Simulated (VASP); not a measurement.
# Mg2CdO3 (P-3m1) in VASP: a series of runs

Runs on Mg2CdO3. Level: PBE. Tasks: relaxation of cell and atoms, single point.

All numbers are computed with VASP 6.6.1; they aren't measurements. Logs are shortened: lines on timing, memory, paths and dates and some standing lists are left out, and cuts for length are marked.

## 1. The cell of the first run

It takes space group P-3m1 (No. 164, trigonal). Conventional cell: a = 3.424 Å, b = 3.424 Å, c = 8.388 Å, α = 90.00°, β = 90.00°, γ = 120.00°. Within 3.2 Å of Mg (site symmetry 3m) lie 6 O at 2.42 Å. Cd (site symmetry -3m) has 6 O at 2.42 Å within 3.2 Å. Within 3.2 Å of O (site symmetry 3m) lie 3 Mg at 2.42 Å and 3 Cd at 2.42 Å. O (site symmetry -3m) has 6 Mg at 2.42 Å within 3.2 Å.

## 2. Relaxation of cell and atoms, PBE

File INCAR:

```
PREC = Accurate ; ENCUT = 600
EDIFF = 1E-6 ; ISMEAR = 0
SIGMA = 0.1 ; LREAL = False
LASPH = True ; NELM = 100
ALGO = Normal ; ISIF = 3
LWAVE = False ; LCHARG = False
GGA = PE ; IBRION = 2
NSW = 90 ; EDIFFG = -0.04
```

File KPOINTS:

```
regular mesh
0
Gamma
  6 6 2
```

File POSCAR:

```
Mg2CdO3
1.0
    3.4243900100      0.0000000000      0.0000000000
   -1.7121950100      2.9656087400      0.0000000000
    0.0000000000      0.0000000000      8.3880082100
Mg Cd O
2 1 3
Direct
    0.6666666700      0.3333333300      0.8333333300
    0.3333333300      0.6666666700      0.1666666700
    0.0000000000      0.0000000000      0.5000000000
    0.3333333300      0.6666666700      0.6666666700
    0.6666666700      0.3333333300      0.3333333300
    0.0000000000      0.0000000000      0.0000000000
```

Potentials or basis: VASP PAW PBE potentials, release 64 (Mg, Cd, O).

Launch:

```bash
cat potpaw_PBE.64/Mg/POTCAR potpaw_PBE.64/Cd/POTCAR potpaw_PBE.64/O/POTCAR > POTCAR
mpirun -np 1 vasp_std > vasp.out
```

OUTCAR:

```text
PREC = Accurate
   ENCUT = 600
   EDIFF = 1E-6
   ISMEAR = 0
   LREAL = False
   LASPH = True
   NELM = 100
   ISIF = 3
   GGA = PE
   IBRION = 2
   NSW = 90
   EDIFFG = -0.04

 ion  position               nearest neighbor table
   1  0.667  0.333  0.833-   4 2.42   4 2.42   6 2.42   4 2.42   6 2.42   6 2.42   3 3.42   3 3.42
                             3 3.42   2 3.42   2 3.42   2 3.42
   2  0.333  0.667  0.167-   5 2.42   5 2.42   6 2.42   5 2.42   6 2.42   6 2.42   3 3.42   3 3.42
                             3 3.42   1 3.42   1 3.42   1 3.42
   3  0.000  0.000  0.500-   4 2.42   5 2.42   5 2.42   4 2.42   5 2.42   4 2.42   1 3.42   2 3.42
                             2 3.42   1 3.42   1 3.42   2 3.42
   4  0.333  0.667  0.667-   1 2.42   1 2.42   3 2.42   1 2.42   3 2.42   3 2.42
   5  0.667  0.333  0.333-   2 2.42   2 2.42   3 2.42   2 2.42   3 2.42   3 2.42
   6  0.000  0.000  0.000-   1 2.42   2 2.42   1 2.42   2 2.42   1 2.42   2 2.42

  LATTYP: Found a hexagonal cell.
 ALAT       =     3.4243900100
 C/A-ratio  =     2.4494897443

  Lattice vectors:

 A1 = (   3.4243900100,   0.0000000000,   0.0000000000)
 A2 = (  -1.7121950100,   2.9656087400,   0.0000000000)
 A3 = (   0.0000000000,   0.0000000000,   8.3880082100)

Analysis of symmetry for initial positions (statically):
=====================================================================
 Subroutine PRICEL returns:
 Original cell was already a primitive cell.

 Routine SETGRP: Setting up the symmetry group for a
 hexagonal supercell.

 Subroutine GETGRP returns: Found 12 space group operations
 (whereof 12 operations were pure point group operations)
 out of a pool of 24 trial point group operations.

The static configuration has the point symmetry D_3d.

Analysis of symmetry for dynamics (positions and initial velocities):
=====================================================================
 Subroutine PRICEL returns:
 Original cell was already a primitive cell.

 Routine SETGRP: Setting up the symmetry group for a
 hexagonal supercell.

 Subroutine GETGRP returns: Found 12 space group operations
 (whereof 12 operations were pure point group operations)
 out of a pool of 24 trial point group operations.

The dynamic configuration has the point symmetry D_3d.

 Subroutine INISYM returns: Found 12 space group operations
 (whereof 12 operations are pure point group operations),
 and found     1 'primitive' translations

----------------------------------------------------------------------------------------

                                     Primitive cell

  volume of cell :      85.1836

  direct lattice vectors                    reciprocal lattice vectors
     3.424390010  0.000000000  0.000000000     0.292022812  0.168599450  0.000000000
    -1.712195010  2.965608740  0.000000000     0.000000000  0.337198898  0.000000000
     0.000000000  0.000000000  8.388008210     0.000000000  0.000000000  0.119217814

  length of vectors
     3.424390010  3.424390012  8.388008210     0.337198898  0.337198898  0.119217814

  position of ions in fractional coordinates (direct lattice)
     0.666666670  0.333333330  0.833333330
     0.333333330  0.666666670  0.166666670
     0.000000000  0.000000000  0.500000000
     0.333333330  0.666666670  0.666666670
     0.666666670  0.333333330  0.333333330
     0.000000000  0.000000000  0.000000000

  ion indices of the primitive-cell ions
   primitive index   ion index
                 1           1
                 2           2
                 3           3
                 4           4
                 5           5
                 6           6

----------------------------------------------------------------------------------------

 KPOINTS: regular mesh

Automatic generation of k-mesh.
 Grid dimensions read from file:
 generate k-points for:    6    6    2

 Generating k-lattice:

  Cartesian coordinates                     Fractional coordinates (reciprocal lattice)
     0.048670469  0.028099908  0.000000000     0.166666667  0.000000000  0.000000000
     0.000000000  0.056199816  0.000000000     0.000000000  0.166666667  0.000000000
     0.000000000  0.000000000  0.059608907     0.000000000  0.000000000  0.500000000

  Length of vectors
     0.056199816  0.056199816  0.059608907

  Shift w.r.t. Gamma in fractional coordinates (k-lattice)
     0.000000000  0.000000000  0.000000000

 Subroutine IBZKPT returns following result:
 ===========================================

 Found     14 irreducible k-points:

 Following reciprocal coordinates:
            Coordinates               Weight
  0.000000  0.000000  0.000000      1.000000
  0.166667  0.000000  0.000000      6.000000
  0.333333 -0.000000  0.000000      6.000000
  0.500000 -0.000000  0.000000      3.000000
  0.166667  0.166667  0.000000      6.000000
  0.333333  0.166667  0.000000     12.000000
  0.333333  0.333333  0.000000      2.000000
  0.000000  0.000000  0.500000      1.000000
  0.166667  0.000000  0.500000      6.000000
  0.333333 -0.000000  0.500000      6.000000
  0.500000 -0.000000  0.500000      3.000000
  0.166667  0.166667  0.500000      6.000000
  0.333333  0.166667  0.500000     12.000000
  0.333333  0.333333  0.500000      2.000000
   k-points           NKPTS =     14   k-points in BZ     NKDIM =     14   number of bands    NBANDS=     21
   number of dos      NEDOS =    301   number of ions     NIONS =      6
   total plane-waves  NPLWV =  54880
   dimension x,y,z NGX =    28 NGY =   28 NGZ =   70
   dimension x,y,z NGXF=    56 NGYF=   56 NGZF=  140
   ions per type =               2   1   3
   NGX,Y,Z   is equivalent  to a cutoff of  13.59, 13.59, 13.87 a.u.
   NGXF,Y,Z  is equivalent  to a cutoff of  27.19, 27.19, 27.75 a.u.
 SYSTEM =  unknown system
   PREC   = accura    normal or accurate (medium, high low for compatibility)
   ISTART =      0    job   : 0-new  1-cont  2-samecut
   ICHARG =      2    charge: 1-file 2-atom 10-const
   ISPIN  =      1    spin polarized calculation?
   LNONCOLLINEAR =      F non collinear calculations
   LSORBIT =      F    spin-orbit coupling
   LASPH  =      T    aspherical Exc in radial PAW
   ENCUT  =  600.0 eV  44.10 Ry    6.64 a.u.   6.84  6.84 16.75*2*pi/ulx,y,z
   NELM   =    100;   NELMIN=  2; NELMDL= -5     # of ELM steps
   EDIFF  = 0.1E-05   stopping-criterion for ELM
   LREAL  =      F    real-space projection
   EDIFFG = -.4E-01   stopping-criterion for IOM
   NSW    =     90    number of steps for IOM
   IBRION =      2    ionic relax: 0-MD 1-quasi-New 2-CG
   NFREE  =      1    steps in history (QN), initial steepest desc. (CG)
   ISIF   =      3    stress and relaxation
   ISYM   =      2    0-nonsym 1-usesym 2-fastsym
   POTIM  = 0.5000    time-step for ionic-motion
   TEBEG  =    0.0;   TEEND  =   0.0 temperature during run
   PSTRESS=    0.0 pullay stress
   NELECT =      34.0000    total number of electrons
   NUPDOWN=      -1.0000    fix difference up-down
   EMIN   =  10.00;   EMAX   =-10.00  energy-range for DOS
   EFERMI =   0.00;   METHOD = LEGACY
   ISMEAR =     0;   SIGMA  =   0.10  broadening in eV -4-tet -1-fermi 0-gaus
   EFERMI_NEDOS =   21; number of points for ismear=-14 and -15
   IALGO  =     38    algorithm
   IMIX   =      4    mixing-type and parameters
     AMIX     =   0.40;   BMIX     =  1.00
     AMIX_MAG =   1.60;   BMIX_MAG =  1.00
  volume/ion in A,a.u.               =      14.20        95.81
  Fermi-wavevector in a.u.,A,eV,Ry     =   1.205357  2.277795 19.767720  1.452886
  Thomas-Fermi vector in A             =   2.341056
   LORBIT       =      0    0 simple, 1 ext, 2 COOP (PROOUT), +10 PAW based schemes
   GGA     = PE    functional components
   LHFCALC =     F    Hartree Fock is set to
   AEXX    =    0.0000 exact exchange contribution
   IVDW    =     0    specifies the selected vdW correction
   LEPSILON=     F    determine dielectric tensor
   LRPA    =     F    only Hartree local field effects (RPA)
 conjugate gradient relaxation of ions
 non-spin polarized calculation
 Gauss-broadening in eV      SIGMA  =   0.10
  energy-cutoff  :      600.00
  volume of cell :       85.18
 maximum number of plane-waves:      2872
 NGX is ok and might be reduce to    28
   NGX = 13   NGY = 13   NGZ = 33

--------------------------------------- Ionic step        1  -------------------------------------------

 number of electron      34.0000004 magnetization

 Free energy of the ion-electron system (eV)
  ---------------------------------------------------
  ext. energy  EPLUGINS =         0.00000000
  ---------------------------------------------------
  free energy    TOTEN  =       -29.39407358 eV

  energy without entropy =      -29.39407358  energy(sigma->0) =      -29.39407358

 E-fermi :   1.3343     XC(G=0):  -9.9080

 val. band max:        0.9410973501   @ k =   0.0000   0.0000   0.5000
 cond. band min:       1.7166476362   @ k =   0.0000   0.0000   0.0000
 fundamental gap:      0.7755502862
 Fermi energy:         1.3342557654

 k-point     1 :       0.0000    0.0000    0.0000
  band No.  band energies     occupation
      1     -15.1694      2.00000
      2     -14.7741      2.00000
      3     -14.7025      2.00000
      4      -5.4871      2.00000
      5      -5.3608      2.00000
      6      -5.3608      2.00000
[... 438 lines left out ...]
  FREE ENERGIE OF THE ION-ELECTRON SYSTEM (eV)
  ---------------------------------------------------
  free  energy   TOTEN  =       -30.9115055632 eV

  energy  without entropy=      -30.9115055632  energy(sigma->0) =      -30.91150556

[... ionic steps 4 to 7 ...]

--------------------------------------- Ionic step        8  -------------------------------------------

 number of electron      34.0000003 magnetization

------------------------ aborting loop because EDIFF is reached ----------------------------------------

  FORCE on cell =-STRESS in cart. coord.  units (eV):
  Direction    XX          YY          ZZ          XY          YZ          ZX
  --------------------------------------------------------------------------------------
  -------------------------------------------------------------------------------------
  Total        0.0617164      0.0617164      0.2253196     -0.0000000      0.0000000      0.0000000
  in kB        1.5126510      1.5126510      5.5225223     -0.0000000      0.0000000      0.0000000
  external PRESSURE =       2.8492748 kB  Pullay stress =       0.0000000 kB
[... 65 lines left out ...]
  energy  without entropy=      -31.2857912765  energy(sigma->0) =      -31.28579128

--------------------------------------- Ionic step       10  -------------------------------------------

 number of electron      34.0000003 magnetization

 Free energy of the ion-electron system (eV)
  ---------------------------------------------------
  ext. energy  EPLUGINS =         0.00000000
  ---------------------------------------------------
  free energy    TOTEN  =       -31.28612424 eV

  energy without entropy =      -31.28612424  energy(sigma->0) =      -31.28612424

 E-fermi :   2.9208     XC(G=0): -11.1723

 val. band max:        2.4405583260   @ k =   0.0000   0.0000   0.5000
 cond. band min:       4.3565573514   @ k =   0.0000   0.0000   0.0000
 fundamental gap:      1.9159990254
 Fermi energy:         2.9207807471

 k-point     1 :       0.0000    0.0000    0.0000
  band No.  band energies     occupation
      1     -14.5973      2.00000
      2     -14.0516      2.00000
      3     -13.5927      2.00000
      4      -4.6992      2.00000
      5      -4.3321      2.00000
      6      -4.3321      2.00000
[... 358 lines left out ...]
  FREE ENERGIE OF THE ION-ELECTRON SYSTEM (eV)
  ---------------------------------------------------
  free  energy   TOTEN  =       -31.2861242432 eV

  energy  without entropy=      -31.2861242432  energy(sigma->0) =      -31.28612424

 reached required accuracy - stopping structural energy minimisation
```

Run time: 2.7 min. Hardware: 1 thread of Intel Xeon Platinum 8488C (Sapphire Rapids), shared host; peak memory 0.26 GiB.

Results:

| Property | Result |
| --- | --- |
| Free energy | -31.2861 eV |
| Relaxed volume | 10.91 Å³/atom |
| Relaxed cell | a = 3.116 Å, b = 3.116 Å, c = 7.788 Å, α = 90.00°, β = 90.00°, γ = 120.00° |
| Space group after relaxing (to 0.1 Å) | P-3m1 (No. 164) |
| Energy gained by relaxing | 315.3 meV/atom |
| Ionic steps | 10 |
| Pressure after relaxing | 0.0 GPa |
| Band gap on the k mesh | 1.92 eV (least direct gap 2.07 eV) |

Stress tensor (GPa, compression positive):
```
0.00 0.00 0.00
0.00 0.00 0.00
0.00 0.00 0.08
```

The path:
| step | energy change (eV) | largest force (eV/Å) | pressure (GPa) | volume (Å³) |
| --- | --- | --- | --- | --- |
| 1 | 0.0000 | 1.2865 | -19.36 | 85.18 |
| 2 | -1.5160 | 1.9835 | 3.23 | 65.74 |
| 3 | -1.5174 | 1.9654 | 2.40 | 66.11 |
| 4 | -1.7979 | 0.7225 | 2.01 | 65.17 |
| 5 | -1.8368 | 0.8850 | 2.40 | 64.66 |
| 6 | -1.8878 | 0.0566 | -1.44 | 66.17 |
| 7 | -1.8887 | 0.0533 | -1.02 | 65.98 |
| 8 | -1.8916 | 0.0612 | 0.28 | 65.37 |
| 9 | -1.8917 | 0.0439 | 0.09 | 65.46 |
| 10 | -1.8921 | 0.0020 | 0.03 | 65.47 |

Final structure:
```cif
data_structure
_symmetry_space_group_name_H-M 'P 1'
_symmetry_Int_Tables_number 1
_cell_length_a 3.1157
_cell_length_b 3.1157
_cell_length_c 7.7877
_cell_angle_alpha 90.000
_cell_angle_beta 90.000
_cell_angle_gamma 120.000
_cell_volume 65.47
loop_
_atom_site_label
_atom_site_type_symbol
_atom_site_fract_x
_atom_site_fract_y
_atom_site_fract_z
_atom_site_occupancy
Mg1 Mg 0.66667 0.33333 0.84420 1
Mg2 Mg 0.33333 0.66667 0.15580 1
Cd1 Cd 0.00000 0.00000 0.50000 1
O1 O 0.33333 0.66667 0.69627 1
O2 O 0.66667 0.33333 0.30373 1
O3 O 0.00000 0.00000 0.00000 1
```

Levels at points of the mesh, in eV from the valence-band top:
```tsv
k point	band 14	band 15	band 16	band 17	band 18	band 19	band 20	band 21
(0.00, 0.00, 0.00)	-0.27	-0.27	-0.15	-0.15	1.92	5.93	6.25	10.16
(0.50, 0.00, 0.00)	-1.19	-0.84	-0.76	-0.45	5.72	5.82	8.59	9.91
(0.00, 0.00, 0.50)	-0.59	-0.59	0.00	0.00	2.93	4.81	6.71	10.41
(0.50, 0.00, 0.50)	-1.34	-1.17	-0.30	-0.13	5.43	5.90	8.79	9.97
```

Caveat: the volume moved by over 15 % at a fixed basis, so the end points are rough. A k mesh can miss the band edges.

[end of part 1 of 2]
